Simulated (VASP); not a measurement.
# Si3N4 (I-43d) in VASP: a series of runs

Runs on Si3N4. Level: PBE. Tasks: single point.

All numbers are computed with VASP 6.6.1; they aren't measurements. Logs are shortened: lines on timing, memory, paths and dates and some standing lists are left out, and cuts for length are marked.

**1. The cell of the first run**

Symmetry: I-43d, No. 220, cubic system. The conventional cell has a = 6.343 Å, b = 6.343 Å, c = 6.343 Å, α = 90.00°, β = 90.00°, γ = 90.00°. Within 2.3 Å of Si (site symmetry -4) lie 4 N at 1.72 Å. Within 2.3 Å of N (site symmetry 3) lie 3 Si at 1.72 Å.

**2. Single point, PBE (9.11 Å³/atom)**

Contents of INCAR:

```
  ALGO = Normal
  EDIFF = 1E-6
  ENCUT = 520
  GGA = PE
  ISIF = 2
  ISMEAR = -1
  LASPH = T
  LCHARG = F
  LREAL = F
  LWAVE = F
  NBANDS = 45
  NELM = 80
  PREC = Accurate
  SIGMA = 0.02
```

Contents of KPOINTS:

```
k-points
0
Gamma
  6 6 6
```

Contents of POSCAR:

```
Si3N4
1.0
   -3.1712630890      3.1712630890      3.1712630890
    3.1712630890     -3.1712630890      3.1712630890
    3.1712630890      3.1712630890     -3.1712630890
Si N
6 8
Direct
    0.2500000000      0.1250000000      0.8750000000
    0.8750000000      0.2500000000      0.1250000000
    0.7500000000      0.3750000000      0.6250000000
    0.6250000000      0.7500000000      0.3750000000
    0.1250000000      0.8750000000      0.2500000000
    0.3750000000      0.6250000000      0.7500000000
    0.5560828446      0.5560828446      0.5560828446
    0.4439171554      0.5000000000      0.0000000000
    0.5000000000      0.0000000000      0.9439171554
    0.0000000000      0.4439171554      0.5000000000
    0.9439171554      0.5000000000      0.0000000000
    0.0560828446      0.0560828446      0.0560828446
    0.0000000000      0.9439171554      0.5000000000
    0.5000000000      0.0000000000      0.4439171554
```

Potentials or basis: VASP PAW PBE potentials, release 64 (Si, N).

Started as:

```sh
$ cat potpaw_PBE.64/Si/POTCAR potpaw_PBE.64/N/POTCAR > POTCAR
$ mpirun -np 1 vasp_std > vasp.out
```

OUTCAR:

```text
EDIFF = 1E-6
   ENCUT = 520
   GGA = PE
   ISIF = 2
   ISMEAR = -1
   LASPH = T
   LREAL = F
   NELM = 80
   PREC = Accurate

 ion  position               nearest neighbor table
   1  0.250  0.125  0.875-   8 1.72   9 1.72  12 1.72  13 1.72   6 2.97   2 2.97   4 2.97   2 2.97
                             5 2.97   5 2.97   6 2.97   4 2.97
   2  0.875  0.250  0.125-   9 1.72  10 1.72  11 1.72  12 1.72   5 2.97   5 2.97   6 2.97   1 2.97
                             3 2.97   3 2.97   1 2.97   6 2.97
   3  0.750  0.375  0.625-   7 1.72  10 1.72  11 1.72  14 1.72   6 2.97   6 2.97   5 2.97   2 2.97
                             4 2.97   2 2.97   4 2.97   5 2.97
   4  0.625  0.750  0.375-   7 1.72   8 1.72  13 1.72  14 1.72   6 2.97   1 2.97   3 2.97   3 2.97
                             5 2.97   6 2.97   1 2.97   5 2.97
   5  0.125  0.875  0.250-  11 1.72  12 1.72  13 1.72  14 1.72   4 2.97   3 2.97   1 2.97   1 2.97
                             2 2.97   2 2.97   3 2.97   4 2.97
   6  0.375  0.625  0.750-   7 1.72   8 1.72   9 1.72  10 1.72   4 2.97   2 2.97   4 2.97   1 2.97
                             3 2.97   1 2.97   3 2.97   2 2.97
   7  0.556  0.556  0.556-   3 1.72   4 1.72   6 1.72
   8  0.444  0.500  0.000-   1 1.72   4 1.72   6 1.72
   9  0.500  0.000  0.944-   1 1.72   2 1.72   6 1.72
  10  0.000  0.444  0.500-   2 1.72   3 1.72   6 1.72
  11  0.944  0.500  0.000-   2 1.72   3 1.72   5 1.72
  12  0.056  0.056  0.056-   1 1.72   2 1.72   5 1.72
  13  0.000  0.944  0.500-   1 1.72   4 1.72   5 1.72
  14  0.500  0.000  0.444-   3 1.72   4 1.72   5 1.72

  LATTYP: Found a body centered cubic cell.
 ALAT       =     6.3425261780

  Lattice vectors:

 A1 = (  -3.1712630890,   3.1712630890,   3.1712630890)
 A2 = (   3.1712630890,  -3.1712630890,   3.1712630890)
 A3 = (   3.1712630890,   3.1712630890,  -3.1712630890)

Analysis of symmetry for initial positions (statically):
=====================================================================
 Subroutine PRICEL returns:
 Original cell was already a primitive cell.

 Routine SETGRP: Setting up the symmetry group for a
 body centered cubic supercell.

 Subroutine GETGRP returns: Found 24 space group operations
 (whereof  3 operations were pure point group operations)
 out of a pool of 48 trial point group operations.

The static configuration has the point symmetry C_3 .
 The point group associated with its full space group is T_d .

Analysis of symmetry for dynamics (positions and initial velocities):
=====================================================================
 Subroutine PRICEL returns:
 Original cell was already a primitive cell.

 Routine SETGRP: Setting up the symmetry group for a
 body centered cubic supercell.

 Subroutine GETGRP returns: Found 24 space group operations
 (whereof  3 operations were pure point group operations)
 out of a pool of 48 trial point group operations.

The dynamic configuration has the point symmetry C_3 .
 The point group associated with its full space group is T_d .

 Subroutine INISYM returns: Found 24 space group operations
 (whereof  3 operations are pure point group operations),
 and found     1 'primitive' translations

----------------------------------------------------------------------------------------

                                     Primitive cell

  volume of cell :     127.5724

  direct lattice vectors                    reciprocal lattice vectors
    -3.171263089  3.171263089  3.171263089     0.000000000  0.157665885  0.157665885
     3.171263089 -3.171263089  3.171263089     0.157665885  0.000000000  0.157665885
     3.171263089  3.171263089 -3.171263089     0.157665885  0.157665885  0.000000000

  length of vectors
     5.492788794  5.492788794  5.492788794     0.222973232  0.222973232  0.222973232

  position of ions in fractional coordinates (direct lattice)
     0.250000000  0.125000000  0.875000000
     0.875000000  0.250000000  0.125000000
     0.750000000  0.375000000  0.625000000
     0.625000000  0.750000000  0.375000000
     0.125000000  0.875000000  0.250000000
[... 33 lines left out ...]
 generate k-points for:    6    6    6

 Generating k-lattice:

  Cartesian coordinates                     Fractional coordinates (reciprocal lattice)
     0.000000000  0.026277647  0.026277647     0.166666667  0.000000000  0.000000000
     0.026277647  0.000000000  0.026277647     0.000000000  0.166666667  0.000000000
     0.026277647  0.026277647  0.000000000     0.000000000  0.000000000  0.166666667

  Length of vectors
     0.037162205  0.037162205  0.037162205

  Shift w.r.t. Gamma in fractional coordinates (k-lattice)
     0.000000000  0.000000000  0.000000000

 Subroutine IBZKPT returns following result:
 ===========================================

 Found     16 irreducible k-points:

 Following reciprocal coordinates:
            Coordinates               Weight
  0.000000  0.000000  0.000000      1.000000
  0.166667  0.000000  0.000000     12.000000
  0.333333  0.000000  0.000000     12.000000
  0.500000  0.000000  0.000000      6.000000
  0.166667  0.166667  0.000000     24.000000
  0.333333  0.166667 -0.000000     48.000000
[... 8 lines left out ...]
  0.500000  0.500000  0.333333     12.000000
  0.500000  0.500000  0.500000      1.000000
   k-points           NKPTS =     16   k-points in BZ     NKDIM =     16   number of bands    NBANDS=     45
   number of dos      NEDOS =    301   number of ions     NIONS =     14
   total plane-waves  NPLWV =  74088
   dimension x,y,z NGX =    42 NGY =   42 NGZ =   42
   dimension x,y,z NGXF=    84 NGYF=   84 NGZF=   84
   ions per type =               6   8
   NGX,Y,Z   is equivalent  to a cutoff of  12.71, 12.71, 12.71 a.u.
   NGXF,Y,Z  is equivalent  to a cutoff of  25.42, 25.42, 25.42 a.u.
 SYSTEM =  unknown system
   PREC   = accura    normal or accurate (medium, high low for compatibility)
   ISTART =      0    job   : 0-new  1-cont  2-samecut
   ICHARG =      2    charge: 1-file 2-atom 10-const
   ISPIN  =      1    spin polarized calculation?
   LNONCOLLINEAR =      F non collinear calculations
   LSORBIT =      F    spin-orbit coupling
   LASPH  =      T    aspherical Exc in radial PAW
   ENCUT  =  520.0 eV  38.22 Ry    6.18 a.u.  10.21 10.21 10.21*2*pi/ulx,y,z
   NELM   =     80;   NELMIN=  2; NELMDL= -5     # of ELM steps
   EDIFF  = 0.1E-05   stopping-criterion for ELM
   LREAL  =      F    real-space projection
   EDIFFG = 0.1E-04   stopping-criterion for IOM
   NSW    =      0    number of steps for IOM
   IBRION =     -1    ionic relax: 0-MD 1-quasi-New 2-CG
   NFREE  =      0    steps in history (QN), initial steepest desc. (CG)
   ISIF   =      2    stress and relaxation
   ISYM   =      2    0-nonsym 1-usesym 2-fastsym
   POTIM  = 0.5000    time-step for ionic-motion
   TEBEG  =    0.0;   TEEND  =   0.0 temperature during run
   PSTRESS=    0.0 pullay stress
   NELECT =      64.0000    total number of electrons
   NUPDOWN=      -1.0000    fix difference up-down
   EMIN   =  10.00;   EMAX   =-10.00  energy-range for DOS
   EFERMI =   0.00;   METHOD = LEGACY
   ISMEAR =    -1;   SIGMA  =   0.02  broadening in eV -4-tet -1-fermi 0-gaus
   EFERMI_NEDOS =   21; number of points for ismear=-14 and -15
   IALGO  =     38    algorithm
   IMIX   =      4    mixing-type and parameters
     AMIX     =   0.40;   BMIX     =  1.00
     AMIX_MAG =   1.60;   BMIX_MAG =  1.00
  volume/ion in A,a.u.               =       9.11        61.49
  Fermi-wavevector in a.u.,A,eV,Ry     =   1.300816  2.458186 23.022723  1.692122
  Thomas-Fermi vector in A             =   2.431990
   LORBIT       =      0    0 simple, 1 ext, 2 COOP (PROOUT), +10 PAW based schemes
   GGA     = PE    functional components
   LHFCALC =     F    Hartree Fock is set to
   AEXX    =    0.0000 exact exchange contribution
   IVDW    =     0    specifies the selected vdW correction
   LEPSILON=     F    determine dielectric tensor
   LRPA    =     F    only Hartree local field effects (RPA)
 non-spin polarized calculation
  energy-cutoff  :      520.00
  volume of cell :      127.57
 maximum number of plane-waves:      3468
 NGX is ok and might be reduce to    42
   NGX = 21   NGY = 21   NGZ = 21

 number of electron      64.0000007 magnetization

 Free energy of the ion-electron system (eV)
  ---------------------------------------------------
  ext. energy  EPLUGINS =         0.00000000
  ---------------------------------------------------
  free energy    TOTEN  =      -112.62814521 eV

  energy without entropy =     -112.62814521  energy(sigma->0) =     -112.62814521

 E-fermi :   8.9233     XC(G=0): -11.6716

 val. band max:        8.4169991652   @ k =   0.3333   0.3333   0.0000
 cond. band min:      12.6240092426   @ k =  -0.1667   0.1667   0.1667
 fundamental gap:      4.2070100774
 Fermi energy:         8.9233498820

 k-point     1 :       0.0000    0.0000    0.0000
  band No.  band energies     occupation
      1     -10.2422      2.00000
      2      -7.1341      2.00000
      3      -7.1341      2.00000
      4      -7.1341      2.00000
      5      -6.6146      2.00000
      6      -6.6146      2.00000
[... 741 lines left out ...]
     43      17.5765      0.00000
     44      17.5765      0.00000
 [bands above 44 left out]

------------------------ aborting loop because EDIFF is reached ----------------------------------------

  FORCE on cell =-STRESS in cart. coord.  units (eV):
  Direction    XX          YY          ZZ          XY          YZ          ZX
  --------------------------------------------------------------------------------------
  -------------------------------------------------------------------------------------
  Total       15.3679853     15.3679853     15.3679853      0.0000000      0.0000000     -0.0000000
  in kB      193.0059550    193.0059550    193.0059550      0.0000000      0.0000000     -0.0000000
  external PRESSURE =     193.0059550 kB  Pullay stress =       0.0000000 kB

 VOLUME and BASIS-vectors are now :
 -----------------------------------------------------------------------------
  energy-cutoff  :      520.00
  volume of cell :      127.57
      direct lattice vectors                 reciprocal lattice vectors
    -3.171263089  3.171263089  3.171263089     0.000000000  0.157665885  0.157665885
     3.171263089 -3.171263089  3.171263089     0.157665885  0.000000000  0.157665885
     3.171263089  3.171263089 -3.171263089     0.157665885  0.157665885  0.000000000

 POSITION                                       TOTAL-FORCE (eV/Angst)
 -----------------------------------------------------------------------------------
      2.37845      3.17126     -1.58563         0.000000     -0.000000      0.000000
     -1.58563      2.37845      3.17126         0.000000     -0.000000      0.000000
      0.79282      3.17126      1.58563         0.000000     -0.000000      0.000000
      1.58563      0.79282      3.17126         0.000000     -0.000000      0.000000
      3.17126     -1.58563      2.37845         0.000000     -0.000000      0.000000
      3.17126      1.58563      0.79282         0.000000     -0.000000      0.000000
      1.76348      1.76348      1.76348         0.004853      0.004853      0.004853
      0.17785     -0.17785      2.99341         0.004853     -0.004853     -0.004853
      1.40778      4.57904     -1.40778        -0.004853     -0.004853      0.004853
      2.99341      0.17785     -0.17785        -0.004853      0.004853     -0.004853
     -1.40778      1.40778      4.57904         0.004853     -0.004853     -0.004853
      0.17785      0.17785      0.17785         0.004853      0.004853      0.004853
      4.57904     -1.40778      1.40778        -0.004853      0.004853     -0.004853
     -0.17785      2.99341      0.17785        -0.004853     -0.004853      0.004853
 -----------------------------------------------------------------------------------
    total drift:                               -0.000001     -0.000001     -0.000002

  FREE ENERGIE OF THE ION-ELECTRON SYSTEM (eV)
  ---------------------------------------------------
  free  energy   TOTEN  =      -112.6281452093 eV

  energy  without entropy=     -112.6281452093  energy(sigma->0) =     -112.62814521
```

Run time: 70 s. Hardware: 1 thread of Intel Xeon Platinum 8488C (Sapphire Rapids), shared host; peak memory 0.28 GiB.

Results:

```yaml
Free_energy: -112.6281 eV
Pressure: 19.3 GPa
Largest_force: 0.008 eV/Å
Band_gap_on_the_k_mesh: 4.21 eV (least direct gap 4.41 eV)
```

Forces on the atoms (eV/Å):
```
Si   0.000  0.000  0.000
Si   0.000  0.000  0.000
Si   0.000  0.000  0.000
Si   0.000  0.000  0.000
Si   0.000  0.000  0.000
Si   0.000  0.000  0.000
N    0.005  0.005  0.005
N    0.005 -0.005 -0.005
N   -0.005 -0.005  0.005
N   -0.005  0.005 -0.005
N    0.005 -0.005 -0.005
N    0.005  0.005  0.005
N   -0.005  0.005 -0.005
N   -0.005 -0.005  0.005
```

Caveat: the cell stands under pressure.

(Part 1 of 2 ends here.)
